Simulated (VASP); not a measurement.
AgI:

```xyz
2
Lattice="0.0000 3.2365 3.2365 3.2365 0.0000 3.2365 3.2365 3.2365 0.0000" Properties=species:S:1:pos:R:3 pbc="T T T"
Ag    0.0000    0.0000    0.0000
I     4.8548    4.8548    4.8548
```

Program: VASP 6.6.1. Alike in all runs: task single point; potentials or basis VASP PAW PBE potentials, release 64 (Ag, I); no spin polarisation; cell as given; k mesh 3 × 3 × 3; smearing gaussian 0.01 eV.

**Question.** Order these runs on this cell by their band gap on the k mesh, lowest first.
A. level PBE0; cutoff (eV) 400; grid for exact exchange (PRECFOCK) Normal; share of exact exchange 0.25
B. level PBE; cutoff (eV) 500
C. level r2SCAN; cutoff (eV) 550

**Answer.** B (1.33 eV), C (1.78 eV), A (3.24 eV).

Caveats: all runs use coarse meshes; spin-orbit coupling is left out, which moves the levels of the heavy elements.
